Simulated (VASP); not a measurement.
# SnSe2 (P-3m1) in VASP: further runs, part 2 of 3

VASP 6.6.1. The steps go on from the part before.

## Step 3: Single point, PBE+D3(BJ) (strain -0.040 along x and y, +0.080 along z)

INCAR

```
SYSTEM = SnSe2
PREC = Accurate ; ENCUT = 520
EDIFF = 1E-6 ; ISMEAR = 0
SIGMA = 0.05 ; LREAL = .False.
LASPH = .True. ; NELM = 100
ALGO = Normal ; ISIF = 2
LWAVE = .False. ; LCHARG = .False.
GGA = PE ; IVDW = 12
NBANDS = 20
```

KPOINTS

```
regular mesh
0
Gamma
  9 9 6
  0 0 0
```

POSCAR

```
SnSe2
1.0
    3.6585588303      0.0000000000      0.0000000000
   -1.8292794152      3.1684048883      0.0000000000
    0.0000000000      0.0000000000      6.6279600000
Sn Se
1 2
Direct
    0.0000000000      0.0000000000      0.0000000000
    0.3333333333      0.6666666667      0.2500000000
    0.6666666667      0.3333333333      0.7500000000
```

Potentials or basis: VASP PAW PBE potentials, release 64 (Sn_d, Se).

Command:

```console
$ cat potpaw_PBE.64/Sn_d/POTCAR potpaw_PBE.64/Se/POTCAR > POTCAR
$ mpirun -np 1 vasp_std > vasp.out
```

OUTCAR:

```text
SYSTEM = SnSe2
   PREC = Accurate
   ENCUT = 520
   EDIFF = 1E-6
   ISMEAR = 0
   LREAL = .False.
   LASPH = .True.
   NELM = 100
   ISIF = 2
   GGA = PE
   IVDW = 12
 IVDW          = 12

 ion  position               nearest neighbor table
   1  0.000  0.000  0.000-   2 2.68   3 2.68   3 2.68   2 2.68   3 2.68   2 2.68
   2  0.333  0.667  0.250-   1 2.68   1 2.68   1 2.68
   3  0.667  0.333  0.750-   1 2.68   1 2.68   1 2.68

  LATTYP: Found a hexagonal cell.
 ALAT       =     3.6585588303
 C/A-ratio  =     1.8116313848

  Lattice vectors:

 A1 = (   3.6585588303,   0.0000000000,   0.0000000000)
 A2 = (  -1.8292794152,   3.1684048883,   0.0000000000)
 A3 = (   0.0000000000,   0.0000000000,   6.6279600000)

Analysis of symmetry for initial positions (statically):
=====================================================================
 Subroutine PRICEL returns:
 Original cell was already a primitive cell.

 Routine SETGRP: Setting up the symmetry group for a
 hexagonal supercell.

 Subroutine GETGRP returns: Found 12 space group operations
 (whereof 12 operations were pure point group operations)
 out of a pool of 24 trial point group operations.

The static configuration has the point symmetry D_3d.

Analysis of symmetry for dynamics (positions and initial velocities):
=====================================================================
 Subroutine PRICEL returns:
 Original cell was already a primitive cell.

 Routine SETGRP: Setting up the symmetry group for a
 hexagonal supercell.

 Subroutine GETGRP returns: Found 12 space group operations
 (whereof 12 operations were pure point group operations)
 out of a pool of 24 trial point group operations.

The dynamic configuration has the point symmetry D_3d.

 Subroutine INISYM returns: Found 12 space group operations
 (whereof 12 operations are pure point group operations),
 and found     1 'primitive' translations

----------------------------------------------------------------------------------------

                                     Primitive cell

  volume of cell :      76.8300

  direct lattice vectors                    reciprocal lattice vectors
     3.658558830  0.000000000  0.000000000     0.273331671  0.157808114  0.000000000
    -1.829279415  3.168404888  0.000000000     0.000000000  0.315616228  0.000000000
     0.000000000  0.000000000  6.627960000     0.000000000  0.000000000  0.150875986

  length of vectors
     3.658558830  3.658558830  6.627960000     0.315616228  0.315616228  0.150875986

  position of ions in fractional coordinates (direct lattice)
     0.000000000  0.000000000  0.000000000
     0.333333333  0.666666667  0.250000000
     0.666666667  0.333333333  0.750000000

  ion indices of the primitive-cell ions
   primitive index   ion index
                 1           1
                 2           2
                 3           3

----------------------------------------------------------------------------------------

 KPOINTS: regular mesh

Automatic generation of k-mesh.
 Grid dimensions read from file:
 generate k-points for:    9    9    6

 Generating k-lattice:

  Cartesian coordinates                     Fractional coordinates (reciprocal lattice)
     0.030370186  0.017534235  0.000000000     0.111111111  0.000000000  0.000000000
     0.000000000  0.035068470  0.000000000     0.000000000  0.111111111  0.000000000
     0.000000000  0.000000000  0.025145998     0.000000000  0.000000000  0.166666667

  Length of vectors
     0.035068470  0.035068470  0.025145998

  Shift w.r.t. Gamma in fractional coordinates (k-lattice)
     0.000000000  0.000000000  0.000000000

 Subroutine IBZKPT returns following result:
 ===========================================

 Found     62 irreducible k-points:

 Following reciprocal coordinates:
            Coordinates               Weight
  0.000000  0.000000  0.000000      1.000000
  0.111111  0.000000  0.000000      6.000000
  0.222222  0.000000  0.000000      6.000000
  0.333333  0.000000  0.000000      6.000000
  0.444444  0.000000  0.000000      6.000000
  0.111111  0.111111  0.000000      6.000000
[... 16 lines left out ...]
  0.222222  0.111111  0.166667     12.000000
 -0.111111  0.333333  0.166667     12.000000
 [... further k-points ...]
   k-points           NKPTS =     62   k-points in BZ     NKDIM =     62   number of bands    NBANDS=     20
   number of dos      NEDOS =    301   number of ions     NIONS =      3
   total plane-waves  NPLWV =  39200
   dimension x,y,z NGX =    28 NGY =   28 NGZ =   50
   dimension x,y,z NGXF=    56 NGYF=   56 NGZF=  100
   ions per type =               1   2
   NGX,Y,Z   is equivalent  to a cutoff of  12.72, 12.72, 12.54 a.u.
   NGXF,Y,Z  is equivalent  to a cutoff of  25.45, 25.45, 25.08 a.u.
 SYSTEM =  SnSe2
   PREC   = accura    normal or accurate (medium, high low for compatibility)
   ISTART =      0    job   : 0-new  1-cont  2-samecut
   ICHARG =      2    charge: 1-file 2-atom 10-const
   ISPIN  =      1    spin polarized calculation?
   LNONCOLLINEAR =      F non collinear calculations
   LSORBIT =      F    spin-orbit coupling
   LASPH  =      T    aspherical Exc in radial PAW
   ENCUT  =  520.0 eV  38.22 Ry    6.18 a.u.   6.80  6.80 12.32*2*pi/ulx,y,z
   NELM   =    100;   NELMIN=  2; NELMDL= -5     # of ELM steps
   EDIFF  = 0.1E-05   stopping-criterion for ELM
   LREAL  =      F    real-space projection
   EDIFFG = 0.1E-04   stopping-criterion for IOM
   NSW    =      0    number of steps for IOM
   IBRION =     -1    ionic relax: 0-MD 1-quasi-New 2-CG
   NFREE  =      0    steps in history (QN), initial steepest desc. (CG)
   ISIF   =      2    stress and relaxation
   ISYM   =      2    0-nonsym 1-usesym 2-fastsym
   POTIM  = 0.5000    time-step for ionic-motion
   TEBEG  =    0.0;   TEEND  =   0.0 temperature during run
   PSTRESS=    0.0 pullay stress
   NELECT =      26.0000    total number of electrons
   NUPDOWN=      -1.0000    fix difference up-down
   EMIN   =  10.00;   EMAX   =-10.00  energy-range for DOS
   EFERMI =   0.00;   METHOD = LEGACY
   ISMEAR =     0;   SIGMA  =   0.05  broadening in eV -4-tet -1-fermi 0-gaus
   EFERMI_NEDOS =   21; number of points for ismear=-14 and -15
   IALGO  =     38    algorithm
   IMIX   =      4    mixing-type and parameters
     AMIX     =   0.40;   BMIX     =  1.00
     AMIX_MAG =   1.60;   BMIX_MAG =  1.00
  volume/ion in A,a.u.               =      25.61       172.82
  Fermi-wavevector in a.u.,A,eV,Ry     =   1.140834  2.155863 17.708009  1.301502
  Thomas-Fermi vector in A             =   2.277535
   LORBIT       =      0    0 simple, 1 ext, 2 COOP (PROOUT), +10 PAW based schemes
   GGA     = PE    functional components
   LHFCALC =     F    Hartree Fock is set to
   AEXX    =    0.0000 exact exchange contribution
   IVDW    =    12    specifies the selected vdW correction
   LEPSILON=     F    determine dielectric tensor
   LRPA    =     F    only Hartree local field effects (RPA)
 non-spin polarized calculation
 Gauss-broadening in eV      SIGMA  =   0.05
  energy-cutoff  :      520.00
  volume of cell :       76.83
 maximum number of plane-waves:      2086
   NGX = 13   NGY = 13   NGZ = 25

 number of electron      26.0000012 magnetization

 Free energy of the ion-electron system (eV)
  ---------------------------------------------------
  ext. energy  EPLUGINS =         0.00000000
  ---------------------------------------------------
  free energy    TOTEN  =       -11.64691717 eV

  energy without entropy =      -11.64691715  energy(sigma->0) =      -11.64691716

 E-fermi :   4.6657     XC(G=0):  -9.4663

 val. band max:        4.5034861757   @ k =   0.1111   0.0000   0.1667
 cond. band min:       4.8295243648   @ k =   0.0000   0.4444   0.3333
 fundamental gap:      0.3260381891
 Fermi energy:         4.6656667596

 k-point     1 :       0.0000    0.0000    0.0000
  band No.  band energies     occupation
      1     -17.0398      2.00000
      2     -17.0398      2.00000
      3     -16.9776      2.00000
      4     -16.9622      2.00000
      5     -16.9622      2.00000
      6      -9.8530      2.00000
[... 12 lines left out ...]
     19      13.5590      0.00000
[... 513 lines left out ...]
      4     -16.9648      2.00000
      5     -16.9447      2.00000
      6      -8.9249      2.00000
[... 12 lines left out ...]
     19      12.1832      0.00000
     20      13.3900      0.00000

 [... further k-points ...]

------------------------ aborting loop because EDIFF is reached ----------------------------------------

 Edisp (eV)   -1.08817

 E8    (eV) :    -0.4758

  FORCE on cell =-STRESS in cart. coord.  units (eV):
  Direction    XX          YY          ZZ          XY          YZ          ZX
  --------------------------------------------------------------------------------------
  -------------------------------------------------------------------------------------
  Total       2.91574     2.91574    -0.53200    -0.00000     0.00000     0.00000
  in kB      60.80350    60.80350   -11.09403    -0.00000     0.00000     0.00000
  external pressure =       36.84 kB  Pullay stress =        0.00 kB

 VOLUME and BASIS-vectors are now :
 -----------------------------------------------------------------------------
  energy-cutoff  :      520.00
  volume of cell :       76.83
      direct lattice vectors                 reciprocal lattice vectors
     3.658558830  0.000000000  0.000000000     0.273331671  0.157808114  0.000000000
    -1.829279415  3.168404888  0.000000000     0.000000000  0.315616228  0.000000000
     0.000000000  0.000000000  6.627960000     0.000000000  0.000000000  0.150875986

 POSITION                                       TOTAL-FORCE (eV/Angst)
 -----------------------------------------------------------------------------------
      0.00000      0.00000      0.00000        -0.000000      0.000000      0.000000
     -0.00000      2.11227      1.65699        -0.000000      0.000000      0.036825
      1.82928      1.05613      4.97097         0.000000      0.000000     -0.036825
 -----------------------------------------------------------------------------------
    total drift:                               -0.000000     -0.000000      0.000000

  FREE ENERGIE OF THE ION-ELECTRON SYSTEM (eV)
  ---------------------------------------------------
  free  energy   TOTEN  =       -12.7350876811 eV

  energy  without entropy=      -12.7350876614  energy(sigma->0) =      -12.73508767
```

stdout:

```text
POSCAR found type information on POSCAR SnSe
 POSCAR found :  2 types and       3 ions
 scaLAPACK will be used
 LDA part: xc-table for (Slater+PW92), standard interpolation
 POSCAR, INCAR and KPOINTS ok, starting setup
 FFT: planning ... GRIDC
 FFT: planning ... GRID_SOFT
 FFT: planning ... GRID
 WAVECAR not read
 entering main loop
```

It took 56 s on 1 thread of AMD EPYC 9R45 (Zen 5), shared host; peak memory 0.22 GiB.

What came out:

* Free energy: -12.7351 eV
* Pressure: 3.7 GPa
* Largest force: 0.037 eV/Å
* Band gap on the k mesh: 0.33 eV (least direct gap 0.98 eV)
* Dispersion energy per atom: -0.363 eV

Forces in eV/Å, atoms in the order of the input:
```
Sn   0.000  0.000  0.000
Se   0.000  0.000  0.037
Se   0.000  0.000 -0.037
```

Stress tensor (GPa, compression positive):
```
 6.08  0.00  0.00
 0.00  6.08  0.00
 0.00  0.00 -1.11
```

Levels at points of the mesh, in eV from the valence-band top:
```
           k point  band 11  band 12  band 13  band 14  band 15  band 16
(0.00, 0.00, 0.00)    -0.44    -0.13    -0.13     1.19     3.43     4.83
(0.00, 0.00, 0.50)    -0.51    -0.04    -0.04     2.70     3.33     4.68
```

Caveat: the cell differs from its parent crystal (strain -0.040 along x and y, +0.080 along z); the cell stands under pressure; spin-orbit coupling is left out, which moves the levels of the heavy elements; an odd mesh through Γ misses points on the zone boundary, where band edges can lie.

## Step 4: Single point, PBE+D3(BJ) (strain +0.000 along x and y, +0.080 along z)

INCAR

```
SYSTEM = SnSe2
PREC = Accurate
ENCUT = 520
EDIFF = 1E-6
ISMEAR = 0
SIGMA = 0.05
LREAL = .FALSE.
LASPH = .TRUE.
NELM = 80
ALGO = Normal
ISIF = 2
LWAVE = .FALSE.
LCHARG = .FALSE.
GGA = PE
IVDW = 12
NBANDS = 20
```

KPOINTS

```
Automatic mesh
0
G
  9 9 6
  0 0 0
```

POSCAR

```
SnSe2
1.0
    3.8109987816      0.0000000000      0.0000000000
   -1.9054993908      3.3004217586      0.0000000000
    0.0000000000      0.0000000000      6.6279600000
Sn Se
1 2
Direct
    0.0000000000      0.0000000000      0.0000000000
    0.3333333333      0.6666666667      0.2500000000
    0.6666666667      0.3333333333      0.7500000000
```

Command:

```console
$ cat potpaw_PBE.64/Sn_d/POTCAR potpaw_PBE.64/Se/POTCAR > POTCAR
$ mpirun -np 1 vasp_std > vasp.out
```

It took 56 s on 1 thread of AMD EPYC 9R45 (Zen 5), shared host; peak memory 0.23 GiB.

The run converged. Its results:

| Property | Result |
| --- | --- |
| Free energy | -12.8340 eV |
| Pressure | -1.8 GPa |
| Largest force | 0.399 eV/Å |
| Band gap on the k mesh | 0.42 eV (least direct gap 0.95 eV) |
| Dispersion energy per atom | -0.334 eV |

Forces on the atoms (eV/Å):
```
Sn   0.000  0.000  0.000
Se   0.000  0.000 -0.399
Se   0.000  0.000  0.399
```

Stress tensor (GPa, compression positive):
```
-0.74  0.00  0.00
 0.00 -0.74  0.00
 0.00  0.00 -3.99
```

Levels at points of the mesh, in eV from the valence-band top:
```csv
k point,band 9,band 10,band 11,band 12,band 13,band 14,band 15,band 16,band 17,band 18
"(0.00, 0.00, 0.00)",-0.67,-0.43,-0.43,-0.16,-0.16,0.90,3.22,4.61,4.61,7.48
"(0.00, 0.00, 0.50)",-2.22,-0.50,-0.50,-0.06,-0.06,2.27,3.07,4.46,4.46,7.66
```

Caveat: the cell differs from its parent crystal (strain +0.000 along x and y, +0.080 along z); spin-orbit coupling is left out, which moves the levels of the heavy elements; an odd mesh through Γ misses points on the zone boundary, where band edges can lie.

[end of part 2 of 3]
